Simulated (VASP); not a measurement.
# Mg (P6_3/mmc) in VASP: a series of runs

The runs below take Mg through electric field gradients, with PBE.

All numbers are computed with VASP 6.6.1; they aren't measurements. Logs are shortened: lines on timing, memory, paths and dates and some standing lists are left out, and cuts for length are marked.

## 1. The cell of the first run

Symmetry: P6_3/mmc, No. 194, hexagonal system. Conventional cell: a = 3.144 Å, b = 3.144 Å, c = 5.105 Å, α = 90.00°, β = 90.00°, γ = 120.00°. Mg (site symmetry -6m2) has 12 Mg at 3.13 to 3.14 Å within 4.1 Å.

## 2. Electric field gradients, PBE (21.85 Å³/atom)

The input, INCAR:

```
ALGO     = Normal         # electronic algorithm
EDIFF    = 1E-8           # SCF threshold, eV
ENCUT    = 520            # plane-wave cutoff, eV
GGA      = PE             # functional
ISIF     = 2              # what is computed and relaxed
ISMEAR   = -1             # smearing method
LASPH    = True           # aspherical terms in the spheres
LCHARG   = False          # write CHGCAR
LEFG     = True         
LREAL    = False          # projectors in reciprocal space
LWAVE    = False          # write WAVECAR
NBANDS   = 9              # bands
NELM     = 100            # most SCF steps
PREC     = Accurate       # precision mode
SIGMA    = 0.05           # smearing width, eV
```

The input, KPOINTS:

```
k-points
0
Gamma
  12 12 7
```

The input, POSCAR:

```
Mg
1.0
    3.1443151174      0.0000000000      0.0000000000
   -1.5721575586      2.7230567692      0.0000000000
    0.0000000000      0.0000000000      5.1048716881
Mg
2
Direct
    0.3333333333      0.6666666667      0.2500000000
    0.6666666667      0.3333333333      0.7500000000
```

Potentials or basis: VASP PAW PBE potentials, release 64 (Mg).

Run with:

```console
> cat potpaw_PBE.64/Mg/POTCAR > POTCAR
> mpirun -np 1 vasp_std > vasp.out
```

OUTCAR:

```text
EDIFF = 1E-8
   ENCUT = 520
   GGA = PE
   ISIF = 2
   ISMEAR = -1
   LASPH = True
   LREAL = False
   NELM = 100
   PREC = Accurate

 ion  position               nearest neighbor table
   1  0.333  0.667  0.250-   2 3.13   2 3.13   2 3.13   2 3.13   2 3.13   2 3.13
   2  0.667  0.333  0.750-   1 3.13   1 3.13   1 3.13   1 3.13   1 3.13   1 3.13

  LATTYP: Found a hexagonal cell.
 ALAT       =     3.1443151174
 C/A-ratio  =     1.6235242008

  Lattice vectors:

 A1 = (   3.1443151174,   0.0000000000,   0.0000000000)
 A2 = (  -1.5721575586,   2.7230567692,   0.0000000000)
 A3 = (   0.0000000000,   0.0000000000,   5.1048716881)

Analysis of symmetry for initial positions (statically):
=====================================================================
 Subroutine PRICEL returns:
 Original cell was already a primitive cell.

 Routine SETGRP: Setting up the symmetry group for a
 hexagonal supercell.

 Subroutine GETGRP returns: Found 24 space group operations
 (whereof 12 operations were pure point group operations)
 out of a pool of 24 trial point group operations.

The static configuration has the point symmetry D_3d.
 The point group associated with its full space group is D_6h.

Analysis of symmetry for dynamics (positions and initial velocities):
=====================================================================
 Subroutine PRICEL returns:
 Original cell was already a primitive cell.

 Routine SETGRP: Setting up the symmetry group for a
 hexagonal supercell.

 Subroutine GETGRP returns: Found 24 space group operations
 (whereof 12 operations were pure point group operations)
 out of a pool of 24 trial point group operations.

The dynamic configuration has the point symmetry D_3d.
 The point group associated with its full space group is D_6h.

 Subroutine INISYM returns: Found 24 space group operations
 (whereof 12 operations are pure point group operations),
 and found     1 'primitive' translations

----------------------------------------------------------------------------------------

                                     Primitive cell

  volume of cell :      43.7087

  direct lattice vectors                    reciprocal lattice vectors
     3.144315117  0.000000000  0.000000000     0.318034282  0.183617178  0.000000000
    -1.572157559  2.723056769  0.000000000     0.000000000  0.367234356  0.000000000
     0.000000000  0.000000000  5.104871688     0.000000000  0.000000000  0.195891310

  length of vectors
     3.144315117  3.144315117  5.104871688     0.367234356  0.367234356  0.195891310

  position of ions in fractional coordinates (direct lattice)
     0.333333333  0.666666667  0.250000000
     0.666666667  0.333333333  0.750000000

  ion indices of the primitive-cell ions
   primitive index   ion index
                 1           1
                 2           2

----------------------------------------------------------------------------------------

 KPOINTS: k-points

Automatic generation of k-mesh.
 Grid dimensions read from file:
 generate k-points for:   12   12    7

 Generating k-lattice:

  Cartesian coordinates                     Fractional coordinates (reciprocal lattice)
     0.026502857  0.015301432  0.000000000     0.083333333  0.000000000  0.000000000
     0.000000000  0.030602863  0.000000000     0.000000000  0.083333333  0.000000000
     0.000000000  0.000000000  0.027984473     0.000000000  0.000000000  0.142857143

  Length of vectors
     0.030602863  0.030602863  0.027984473

  Shift w.r.t. Gamma in fractional coordinates (k-lattice)
     0.000000000  0.000000000  0.000000000

 Subroutine IBZKPT returns following result:
 ===========================================

 Found     76 irreducible k-points:

 Following reciprocal coordinates:
            Coordinates               Weight
  0.000000  0.000000  0.000000      1.000000
  0.083333 -0.000000  0.000000      6.000000
  0.166667  0.000000  0.000000      6.000000
  0.250000 -0.000000  0.000000      6.000000
  0.333333  0.000000  0.000000      6.000000
  0.416667 -0.000000  0.000000      6.000000
[... 16 lines left out ...]
  0.250000 -0.000000  0.142857     12.000000
  0.333333  0.000000  0.142857     12.000000
 [... further k-points ...]
   k-points           NKPTS =     76   k-points in BZ     NKDIM =     76   number of bands    NBANDS=      9
   number of dos      NEDOS =    301   number of ions     NIONS =      2
   total plane-waves  NPLWV =  23040
   dimension x,y,z NGX =    24 NGY =   24 NGZ =   40
   dimension x,y,z NGXF=    48 NGYF=   48 NGZF=   80
   ions per type =               2
   NGX,Y,Z   is equivalent  to a cutoff of  12.69, 12.69, 13.03 a.u.
   NGXF,Y,Z  is equivalent  to a cutoff of  25.38, 25.38, 26.05 a.u.
 SYSTEM =  unknown system
   PREC   = accura    normal or accurate (medium, high low for compatibility)
   ISTART =      0    job   : 0-new  1-cont  2-samecut
   ICHARG =      2    charge: 1-file 2-atom 10-const
   ISPIN  =      1    spin polarized calculation?
   LNONCOLLINEAR =      F non collinear calculations
   LSORBIT =      F    spin-orbit coupling
   LASPH  =      T    aspherical Exc in radial PAW
   ENCUT  =  520.0 eV  38.22 Ry    6.18 a.u.   5.85  5.85  9.49*2*pi/ulx,y,z
   NELM   =    100;   NELMIN=  2; NELMDL= -5     # of ELM steps
   EDIFF  = 0.1E-07   stopping-criterion for ELM
   LREAL  =      F    real-space projection
   EDIFFG = 0.1E-06   stopping-criterion for IOM
   NSW    =      0    number of steps for IOM
   IBRION =     -1    ionic relax: 0-MD 1-quasi-New 2-CG
   NFREE  =      0    steps in history (QN), initial steepest desc. (CG)
   ISIF   =      2    stress and relaxation
   ISYM   =      2    0-nonsym 1-usesym 2-fastsym
   POTIM  = 0.5000    time-step for ionic-motion
   TEBEG  =    0.0;   TEEND  =   0.0 temperature during run
   PSTRESS=    0.0 pullay stress
   NELECT =       4.0000    total number of electrons
   NUPDOWN=      -1.0000    fix difference up-down
   EMIN   =  10.00;   EMAX   =-10.00  energy-range for DOS
   EFERMI =   0.00;   METHOD = LEGACY
   ISMEAR =    -1;   SIGMA  =   0.05  broadening in eV -4-tet -1-fermi 0-gaus
   EFERMI_NEDOS =   21; number of points for ismear=-14 and -15
   IALGO  =     38    algorithm
   IMIX   =      4    mixing-type and parameters
     AMIX     =   0.40;   BMIX     =  1.00
     AMIX_MAG =   1.60;   BMIX_MAG =  1.00
  volume/ion in A,a.u.               =      21.85       147.48
  Fermi-wavevector in a.u.,A,eV,Ry     =   0.737744  1.394134  7.405189  0.544266
  Thomas-Fermi vector in A             =   1.831499
   LORBIT       =      0    0 simple, 1 ext, 2 COOP (PROOUT), +10 PAW based schemes
   GGA     = PE    functional components
   LHFCALC =     F    Hartree Fock is set to
   AEXX    =    0.0000 exact exchange contribution
   IVDW    =     0    specifies the selected vdW correction
   LEPSILON=     F    determine dielectric tensor
   LRPA    =     F    only Hartree local field effects (RPA)
 non-spin polarized calculation
  energy-cutoff  :      520.00
  volume of cell :       43.71
 maximum number of plane-waves:      1198
 NGX is ok and might be reduce to    24
   NGX = 11   NGY = 11   NGZ = 19

 number of electron       4.0000000 magnetization

 Free energy of the ion-electron system (eV)
  ---------------------------------------------------
  ext. energy  EPLUGINS =         0.00000000
  ---------------------------------------------------
  free energy    TOTEN  =        -3.00559253 eV

  energy without entropy =       -2.99871782  energy(sigma->0) =       -3.00215517

 E-fermi :   2.8336     XC(G=0):  -8.6446

 val. band max:        2.8085333685   @ k =   0.4167   0.0833   0.4286
 cond. band min:       2.8411205104   @ k =   0.2500  -0.0000   0.0000
 fundamental gap:      0.0325871419
 Fermi energy:         2.8336448530

 k-point     1 :       0.0000    0.0000    0.0000
  band No.  band energies     occupation
      1      -4.2508      2.00000
      2       1.1301      2.00000
      3       1.6570      2.00000
      4      14.1226      0.00000
      5      14.1226      0.00000
      6      14.3389      0.00000
      7      14.3389      0.00000
      8      15.0142      0.00000
      9      16.7805      0.00000
[... 265 lines left out ...]
 k-point    24 :       0.3333    0.0000    0.1429
  band No.  band energies     occupation
      1      -1.9010      2.00000
      2       2.0070      2.00000
      3       4.3605      0.00000
      4       5.5133      0.00000
      5       8.2852      0.00000
      6      10.5957      0.00000
      7      10.6745      0.00000
      8      12.7348      0.00000
      9      14.0106      0.00000

 [... further k-points ...]

------------------------ aborting loop because EDIFF is reached ----------------------------------------

  FORCE on cell =-STRESS in cart. coord.  units (eV):
  Direction    XX          YY          ZZ          XY          YZ          ZX
  --------------------------------------------------------------------------------------
  -------------------------------------------------------------------------------------
  Total        0.5704669      0.5704669      0.3133522      0.0000000      0.0000000     -0.0000000
  in kB       20.9109357     20.9109357     11.4861830      0.0000000      0.0000000     -0.0000000
  external PRESSURE =      17.7693514 kB  Pullay stress =       0.0000000 kB

 VOLUME and BASIS-vectors are now :
 -----------------------------------------------------------------------------
  energy-cutoff  :      520.00
  volume of cell :       43.71
      direct lattice vectors                 reciprocal lattice vectors
     3.144315117  0.000000000  0.000000000     0.318034282  0.183617178  0.000000000
    -1.572157559  2.723056769  0.000000000     0.000000000  0.367234356  0.000000000
     0.000000000  0.000000000  5.104871688     0.000000000  0.000000000  0.195891310

 POSITION                                       TOTAL-FORCE (eV/Angst)
 -----------------------------------------------------------------------------------
     -0.00000      1.81537      1.27622         0.000000     -0.000000      0.000000
      1.57216      0.90769      3.82865        -0.000000      0.000000      0.000000
 -----------------------------------------------------------------------------------
    total drift:                                0.000000     -0.000000      0.000000

  FREE ENERGIE OF THE ION-ELECTRON SYSTEM (eV)
  ---------------------------------------------------
  free  energy   TOTEN  =        -3.0055925251 eV

  energy  without entropy=       -2.9987178188  energy(sigma->0) =       -3.00215517

 Electric field gradients (V/A^2)
---------------------------------------------------------------------
 ion       V_xx      V_yy      V_zz      V_xy      V_xz      V_yz
---------------------------------------------------------------------
   1      -0.548    -0.548     1.095    -0.000    -0.000     0.000
   2      -0.548    -0.548     1.095    -0.000     0.000    -0.000
---------------------------------------------------------------------

 Electric field gradients after diagonalization (V/A^2)
 (convention: |V_zz| > |V_xx| > |V_yy|)
----------------------------------------------------------------------
 ion       V_xx      V_yy      V_zz     asymmetry (V_yy - V_xx)/ V_zz
----------------------------------------------------------------------
   1      -0.548    -0.548     1.095       0.000
   2      -0.548    -0.548     1.095       0.000
----------------------------------------------------------------------

           NMR quadrupolar parameters

 Cq : quadrupolar parameter    Cq=e*Q*V_zz/h
 eta: asymmetry parameters     (V_yy - V_xx)/ V_zz
 Q  : nuclear electric quadrupole moment in mb (millibarn)
----------------------------------------------------------------------
 ion       Cq(MHz)       eta       Q (mb)
----------------------------------------------------------------------
   1       0.003       0.000       1.000
   2       0.003       0.000       1.000
----------------------------------------------------------------------
```

It took 18 s on 1 thread of Intel Xeon 8259CL, shared host; peak memory 0.17 GiB.

Results:

* Free energy: -3.0056 eV
* Pressure: 1.8 GPa
* Band gap on the k mesh: zero (bands 2 and 3 overlap by 2.25 eV)
* Largest electric field gradient by atom: Mg +1.1 V/Å²

Levels at points of the mesh, in eV from the Fermi level:
| k point | band 1 | band 2 | band 3 | band 4 | band 5 | band 6 |
| --- | --- | --- | --- | --- | --- | --- |
| (0.00, 0.00, 0.00) | -7.08 | -1.70 | -1.18 | 11.29 | 11.29 | 11.51 |
| (0.50, 0.00, 0.00) | -2.17 | -2.11 | 2.80 | 3.10 | 3.49 | 3.88 |

Electric field gradients, principal values (V/Å²):
```
atom   least  middle  greatest (by size)
1 Mg  -0.548  -0.548               1.095
2 Mg  -0.548  -0.548               1.095
```

Caveat: without QUAD_EFG the Cq values of the log hold for a quadrupole moment of 1 mb, not for the nuclei.

[end of part 1 of 2]
